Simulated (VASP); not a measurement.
Input of a VASP 6.6.1 run:

Contents of POSCAR:

```
PtSe2
1.0
    3.6540773592      0.0000000000      0.0000000000
   -1.8270386796      3.1645238204      0.0000000000
    0.0000000000      0.0000000000      5.1716134674
Pt Se
1 2
Direct
    0.0000000000      0.0000000000      0.0000000000
    0.3333333333      0.6666666667      0.2571695964
    0.6666666667      0.3333333333      0.7428304036
```

File INCAR.step1:

```
  PREC = Accurate
  ENCUT = 520
  EDIFF = 1E-5
  ISMEAR = -1
  SIGMA = 0.02
  LREAL = False
  LASPH = True
  NELM = 80
  ALGO = Normal
  ISIF = 2
  LWAVE = True
  LCHARG = False
  GGA = PE
  NBANDS = 18
  KPAR = 4
```

Contents of INCAR.step2:

```
  PREC = Accurate
  ENCUT = 520
  EDIFF = 1E-7
  ISMEAR = -1
  SIGMA = 0.02
  LREAL = False
  LASPH = True
  NELM = 80
  ALGO = Normal
  ISIF = 2
  LWAVE = False
  LCHARG = False
  GGA = PE
  LHFCALC = True
  HFSCREEN = 0.2079
  PRECFOCK = Normal
  ISTART = 1
  NBANDS = 18
  KPAR = 4
```

KPOINTS

```
regular mesh
0
Gamma
  6 6 4
```

Potentials or basis: VASP PAW PBE potentials, release 64 (Pt, Se).

Launch:

```console
$ cat potpaw_PBE.64/Pt/POTCAR potpaw_PBE.64/Se/POTCAR > POTCAR
$ cp INCAR.step1 INCAR
$ mpirun -np 4 vasp_std > vasp.out
$ cp INCAR.step2 INCAR
$ mpirun -np 4 vasp_std > vasp.out
```

(1) What does it give for the band gap on the k mesh?

(2) Predict the largest force.

Answers

(1) zero (bands 11 and 12 overlap by 0.13 eV).

(2) 0.309 eV/Å.

Caveat: the cell differs from its parent crystal (strain -2.0%); the PAW data sets were made with another functional, which shifts forces and pressure a little; spin-orbit coupling is left out, which moves the levels of the heavy elements.
